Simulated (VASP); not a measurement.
# Pb (Im-3m) in VASP: notebook

Pb is run at these levels: PBE; tasks: single point.

All numbers are computed with VASP 6.6.1; they aren't measurements. Logs are shortened: lines on timing, memory, paths and dates and some standing lists are left out, and cuts for length are marked.

## Step 1: The cell of the first run

It takes space group Im-3m (No. 229, cubic). The conventional cell has a = 3.918 Å, b = 3.918 Å, c = 3.918 Å, α = 90.00°, β = 90.00°, γ = 90.00°. Within 4.5 Å of Pb (site symmetry m-3m) lie 14 Pb at 3.39 to 3.92 Å.

## Step 2: Single point, PBE

Contents of INCAR:

```
SYSTEM = Pb
PREC = Accurate
ENCUT = 520
EDIFF = 1E-7
ISMEAR = -1
SIGMA = 0.06122561905347299
LREAL = .False.
LASPH = .True.
NELM = 80
ALGO = Normal
ISIF = 2
LWAVE = .False.
LCHARG = .False.
GGA = PE
NBANDS = 13
```

Contents of KPOINTS:

```
regular mesh
0
Gamma
  19 19 19
  0 0 0
```

Contents of POSCAR:

```
Pb
1.0
   -1.9591414008      1.9591414008      1.9591414008
    1.9591414008     -1.9591414008      1.9591414008
    1.9591414008      1.9591414008     -1.9591414008
Pb
1
Direct
    0.0000000000      0.0000000000      0.0000000000
```

Potentials or basis: VASP PAW PBE potentials, release 64 (Pb_d).

Launch:

```bash
$ cat potpaw_PBE.64/Pb_d/POTCAR > POTCAR
$ mpirun -np 1 vasp_std > vasp.out
```

OUTCAR:

```text
SYSTEM = Pb
   PREC = Accurate
   ENCUT = 520
   EDIFF = 1E-7
   ISMEAR = -1
   LREAL = .False.
   LASPH = .True.
   NELM = 80
   ISIF = 2
   GGA = PE

 ion  position               nearest neighbor table
   1  0.000  0.000  0.000-

  LATTYP: Found a body centered cubic cell.
 ALAT       =     3.9182828016

  Lattice vectors:

 A1 = (  -1.9591414008,   1.9591414008,   1.9591414008)
 A2 = (   1.9591414008,  -1.9591414008,   1.9591414008)
 A3 = (   1.9591414008,   1.9591414008,  -1.9591414008)

Analysis of symmetry for initial positions (statically):
=====================================================================
 Subroutine PRICEL returns:
 Original cell was already a primitive cell.

 Routine SETGRP: Setting up the symmetry group for a
 body centered cubic supercell.

 Subroutine GETGRP returns: Found 48 space group operations
 (whereof 48 operations were pure point group operations)
 out of a pool of 48 trial point group operations.

The static configuration has the point symmetry O_h .

Analysis of symmetry for dynamics (positions and initial velocities):
=====================================================================
 Subroutine PRICEL returns:
 Original cell was already a primitive cell.

 Routine SETGRP: Setting up the symmetry group for a
 body centered cubic supercell.

 Subroutine GETGRP returns: Found 48 space group operations
 (whereof 48 operations were pure point group operations)
 out of a pool of 48 trial point group operations.

The dynamic configuration has the point symmetry O_h .

 Subroutine INISYM returns: Found 48 space group operations
 (whereof 48 operations are pure point group operations),
 and found     1 'primitive' translations

----------------------------------------------------------------------------------------

                                     Primitive cell

  volume of cell :      30.0786

  direct lattice vectors                    reciprocal lattice vectors
    -1.959141401  1.959141401  1.959141401     0.000000000  0.255213840  0.255213840
     1.959141401 -1.959141401  1.959141401     0.255213840  0.000000000  0.255213840
     1.959141401  1.959141401 -1.959141401     0.255213840  0.255213840  0.000000000

  length of vectors
     3.393332445  3.393332445  3.393332445     0.360926874  0.360926874  0.360926874

  position of ions in fractional coordinates (direct lattice)
     0.000000000  0.000000000  0.000000000

  ion indices of the primitive-cell ions
   primitive index   ion index
                 1           1

----------------------------------------------------------------------------------------

 KPOINTS: regular mesh

Automatic generation of k-mesh.
 Grid dimensions read from file:
 generate k-points for:   19   19   19

 Generating k-lattice:

  Cartesian coordinates                     Fractional coordinates (reciprocal lattice)
     0.000000000  0.013432307  0.013432307     0.052631579  0.000000000  0.000000000
     0.013432307  0.000000000  0.013432307     0.000000000  0.052631579  0.000000000
     0.013432307  0.013432307  0.000000000     0.000000000  0.000000000  0.052631579

  Length of vectors
     0.018996151  0.018996151  0.018996151

  Shift w.r.t. Gamma in fractional coordinates (k-lattice)
     0.000000000  0.000000000  0.000000000

 Subroutine IBZKPT returns following result:
 ===========================================

 Found    220 irreducible k-points:

 Following reciprocal coordinates:
            Coordinates               Weight
  0.000000  0.000000  0.000000      1.000000
  0.052632  0.000000  0.000000     12.000000
  0.105263  0.000000  0.000000     12.000000
  0.157895  0.000000  0.000000     12.000000
  0.210526  0.000000  0.000000     12.000000
  0.263158  0.000000  0.000000     12.000000
[... 16 lines left out ...]
  0.263158  0.105263  0.000000     48.000000
  0.315789  0.105263  0.000000     48.000000
 [... further k-points ...]
   k-points           NKPTS =    220   k-points in BZ     NKDIM =    220   number of bands    NBANDS=     13
   number of dos      NEDOS =    301   number of ions     NIONS =      1
   total plane-waves  NPLWV =  21952
   dimension x,y,z NGX =    28 NGY =   28 NGZ =   28
   dimension x,y,z NGXF=    56 NGYF=   56 NGZF=   56
   ions per type =               1
   NGX,Y,Z   is equivalent  to a cutoff of  13.72, 13.72, 13.72 a.u.
   NGXF,Y,Z  is equivalent  to a cutoff of  27.44, 27.44, 27.44 a.u.
 SYSTEM =  Pb
   PREC   = accura    normal or accurate (medium, high low for compatibility)
   ISTART =      0    job   : 0-new  1-cont  2-samecut
   ICHARG =      2    charge: 1-file 2-atom 10-const
   ISPIN  =      1    spin polarized calculation?
   LNONCOLLINEAR =      F non collinear calculations
   LSORBIT =      F    spin-orbit coupling
   LASPH  =      T    aspherical Exc in radial PAW
   ENCUT  =  520.0 eV  38.22 Ry    6.18 a.u.   6.31  6.31  6.31*2*pi/ulx,y,z
   NELM   =     80;   NELMIN=  2; NELMDL= -5     # of ELM steps
   EDIFF  = 0.1E-06   stopping-criterion for ELM
   LREAL  =      F    real-space projection
   EDIFFG = 0.1E-05   stopping-criterion for IOM
   NSW    =      0    number of steps for IOM
   IBRION =     -1    ionic relax: 0-MD 1-quasi-New 2-CG
   NFREE  =      0    steps in history (QN), initial steepest desc. (CG)
   ISIF   =      2    stress and relaxation
   ISYM   =      2    0-nonsym 1-usesym 2-fastsym
   POTIM  = 0.5000    time-step for ionic-motion
   TEBEG  =    0.0;   TEEND  =   0.0 temperature during run
   PSTRESS=    0.0 pullay stress
   NELECT =      14.0000    total number of electrons
   NUPDOWN=      -1.0000    fix difference up-down
   EMIN   =  10.00;   EMAX   =-10.00  energy-range for DOS
   EFERMI =   0.00;   METHOD = LEGACY
   ISMEAR =    -1;   SIGMA  =   0.06  broadening in eV -4-tet -1-fermi 0-gaus
   EFERMI_NEDOS =   21; number of points for ismear=-14 and -15
   IALGO  =     38    algorithm
   IMIX   =      4    mixing-type and parameters
     AMIX     =   0.40;   BMIX     =  1.00
     AMIX_MAG =   1.60;   BMIX_MAG =  1.00
  volume/ion in A,a.u.               =      30.08       202.98
  Fermi-wavevector in a.u.,A,eV,Ry     =   1.268718  2.397529 21.900551  1.609645
  Thomas-Fermi vector in A             =   2.401798
   LORBIT       =      0    0 simple, 1 ext, 2 COOP (PROOUT), +10 PAW based schemes
   GGA     = PE    functional components
   LHFCALC =     F    Hartree Fock is set to
   AEXX    =    0.0000 exact exchange contribution
   IVDW    =     0    specifies the selected vdW correction
   LEPSILON=     F    determine dielectric tensor
   LRPA    =     F    only Hartree local field effects (RPA)
 non-spin polarized calculation
  energy-cutoff  :      520.00
  volume of cell :       30.08
 maximum number of plane-waves:       824
 NGX is ok and might be reduce to    28
   NGX = 13   NGY = 13   NGZ = 13

 number of electron      14.0000004 magnetization

 Free energy of the ion-electron system (eV)
  ---------------------------------------------------
  ext. energy  EPLUGINS =         0.00000000
  ---------------------------------------------------
  free energy    TOTEN  =        -3.50966897 eV

  energy without entropy =       -3.50200526  energy(sigma->0) =       -3.50583711

 E-fermi :   7.3540     XC(G=0): -10.2275

 val. band max:        7.3380701899   @ k =   0.2632   0.0526   0.0000
 cond. band min:       7.3568980024   @ k =   0.3158   0.1579   0.1579
 fundamental gap:      0.0188278125
 Fermi energy:         7.3539923749

 k-point     1 :       0.0000    0.0000    0.0000
  band No.  band energies     occupation
      1      -9.7658      2.00000
      2      -9.7658      2.00000
      3      -9.7658      2.00000
      4      -9.5204      2.00000
      5      -9.5204      2.00000
      6      -4.4398      2.00000
      7      15.0914      0.00000
      8      15.0914      0.00000
      9      15.0914      0.00000
     10      18.4986      0.00000
     11      18.4986      0.00000
     12      18.4986      0.00000
     13      19.3749      0.00000

 k-point     2 :       0.0526    0.0000    0.0000
  band No.  band energies     occupation
      1      -9.7682      2.00000
      2      -9.7629      2.00000
      3      -9.7556      2.00000
      4      -9.5231      2.00000
      5      -9.5206      2.00000
      6      -4.3829      2.00000
      7      14.4346      0.00000
      8      14.8854      0.00000
      9      15.0117      0.00000
     10      18.0667      0.00000
     11      18.3460      0.00000
     12      18.4299      0.00000
     13      19.7996      0.00000

 k-point     3 :       0.1053    0.0000    0.0000
  band No.  band energies     occupation
      1      -9.7751      2.00000
      2      -9.7550      2.00000
      3      -9.7258      2.00000
      4      -9.5305      2.00000
      5      -9.5213      2.00000
      6      -4.2121      2.00000
      7      13.0096      0.00000
      8      14.3631      0.00000
      9      14.7762      0.00000
     10      17.3713      0.00000
     11      18.0073      0.00000
     12      18.3595      0.00000
     13      20.4398      0.00000

 k-point     4 :       0.1579    0.0000    0.0000
  band No.  band energies     occupation
      1      -9.7857      2.00000
      2      -9.7449      2.00000
      3      -9.6793      2.00000
      4      -9.5405      2.00000
      5      -9.5223      2.00000
      6      -3.9273      2.00000
      7      11.3663      0.00000
      8      13.6930      0.00000
      9      14.4146      0.00000
     10      16.7402      0.00000
     11      17.6309      0.00000
     12      18.4473      0.00000
     13      20.7876      0.00000

 k-point     5 :       0.2105    0.0000    0.0000
  band No.  band energies     occupation
      1      -9.7989      2.00000
      2      -9.7370      2.00000
      3      -9.6206      2.00000
      4      -9.5498      2.00000
      5      -9.5234      2.00000
      6      -3.5297      2.00000
      7       9.7034      0.00000
      8      12.9970      0.00000
      9      13.9897      0.00000
     10      16.2139      0.00000
     11      17.2816      0.00000
     12      18.7259      0.00000
     13      21.0135      0.00000

 k-point     6 :       0.2632    0.0000    0.0000
  band No.  band energies     occupation
      1      -9.8132      2.00000
      2      -9.7352      2.00000
      3      -9.5559      2.00000
      4      -9.5543      2.00000
      5      -9.5245      2.00000
      6      -3.0238      2.00000
      7       8.0982      0.00001
      8      12.3472      0.00000
      9      13.5659      0.00000
     10      15.7916      0.00000
     11      16.9824      0.00000
     12      19.1669      0.00000
     13      21.2337      0.00000

 k-point     7 :       0.3158    0.0000    0.0000
  band No.  band energies     occupation
      1      -9.8271      2.00000
      2      -9.7410      2.00000
      3      -9.5526      2.00000
      4      -9.5256      2.00000
      5      -9.4919      2.00000
      6      -2.4211      2.00000
      7       6.5947      1.99999
      8      11.7870      0.00000
      9      13.1893      0.00000
     10      15.4664      0.00000
     11      16.7411      0.00000
     12      19.7277      0.00000
     13      21.4702      0.00000
[... 193 lines left out ...]
 k-point    20 :       0.1053    0.1053    0.0000
  band No.  band energies     occupation
      1      -9.7791      2.00000
      2      -9.7520      2.00000
      3      -9.6533      2.00000
      4      -9.5461      2.00000
      5      -9.5230      2.00000
      6      -3.7568      2.00000
      7      10.8513      0.00000
      8      12.8579      0.00000
      9      13.9208      0.00000
     10      17.3962      0.00000
     11      17.4276      0.00000
     12      18.7881      0.00000
     13      20.8986      0.00000

 k-point    21 :       0.1579    0.1053    0.0000
  band No.  band energies     occupation
      1      -9.7883      2.00000
      2      -9.7430      2.00000
      3      -9.6027      2.00000
      4      -9.5549      2.00000
      5      -9.5242      2.00000
      6      -3.3606      2.00000
      7       9.4801      0.00000
      8      11.9427      0.00000
      9      13.4499      0.00000
     10      17.0008      0.00000
     11      17.6860      0.00000
     12      18.8682      0.00000
     13      21.4618      0.00000

 k-point    22 :       0.2105    0.1053    0.0000
  band No.  band energies     occupation
      1      -9.8007      2.00000
      2      -9.7351      2.00000
      3      -9.5611      2.00000
      4      -9.5489      2.00000
      5      -9.5237      2.00000
      6      -2.8581      2.00000
      7       8.0446      0.00003
      8      11.1872      0.00000
      9      13.0045      0.00000
     10      16.6284      0.00000
     11      18.0114      0.00000
     12      18.7666      0.00000
     13      22.2081      0.00000

 k-point    23 :       0.2632    0.1053    0.0000
  band No.  band energies     occupation
      1      -9.8131      2.00000
      2      -9.7337      2.00000
      3      -9.5586      2.00000
      4      -9.5312      2.00000
      5      -9.4905      2.00000
      6      -2.2622      2.00000
      7       6.6434      1.99998
      8      10.5874      0.00000
      9      12.6177      0.00000
     10      16.3218      0.00000
     11      18.1425      0.00000
     12      18.9220      0.00000
     13      22.4640      0.00000

 k-point    24 :       0.3158    0.1053    0.0000
  band No.  band energies     occupation
      1      -9.8238      2.00000
      2      -9.7383      2.00000
      3      -9.5520      2.00000
      4      -9.5320      2.00000
      5      -9.4445      2.00000
      6      -1.6023      2.00000
      7       5.3541      2.00000
      8      10.1356      0.00000
      9      12.3124      0.00000
     10      16.0910      0.00000
     11      18.0354      0.00000
     12      19.4357      0.00000
     13      22.4530      0.00000

 [... further k-points ...]
[... 5 lines left out ...]
  --------------------------------------------------------------------------------------
  -------------------------------------------------------------------------------------
  Total        0.4810909      0.4810909      0.4810909      0.0000000      0.0000000      0.0000000
  in kB       25.6259719     25.6259719     25.6259719      0.0000000      0.0000000      0.0000000
  external PRESSURE =      25.6259719 kB  Pullay stress =       0.0000000 kB

 VOLUME and BASIS-vectors are now :
 -----------------------------------------------------------------------------
  energy-cutoff  :      520.00
  volume of cell :       30.08
      direct lattice vectors                 reciprocal lattice vectors
    -1.959141401  1.959141401  1.959141401     0.000000000  0.255213840  0.255213840
     1.959141401 -1.959141401  1.959141401     0.255213840  0.000000000  0.255213840
     1.959141401  1.959141401 -1.959141401     0.255213840  0.255213840  0.000000000

 POSITION                                       TOTAL-FORCE (eV/Angst)
 -----------------------------------------------------------------------------------
      0.00000      0.00000      0.00000         0.000000      0.000000     -0.000000
 -----------------------------------------------------------------------------------
    total drift:                               -0.000000     -0.000000     -0.000000

  FREE ENERGIE OF THE ION-ELECTRON SYSTEM (eV)
  ---------------------------------------------------
  free  energy   TOTEN  =        -3.5096689665 eV

  energy  without entropy=       -3.5020052564  energy(sigma->0) =       -3.50583711
```

Wall time 60 s (1 thread of Intel Xeon Platinum 8375C at 2.90GHz (Ice Lake), shared host); peak memory 0.22 GiB.

What came out:

* Free energy: -3.5097 eV
* Pressure: 2.6 GPa
* Band gap on the k mesh: zero (band 7 reaches 15.09 eV, above the bottom of band 8 at 5.36 eV)

Levels at points of the mesh, in eV from the Fermi level:
```csv
k point,band 4,band 5,band 6,band 7,band 8,band 9,band 10,band 11
"(0.00, 0.00, 0.00)",-16.87,-16.87,-11.79,7.74,7.74,7.74,11.14,11.14
```

Caveat: spin-orbit coupling is left out, which moves the levels of the heavy elements.

(Part 1 of 2 ends here.)
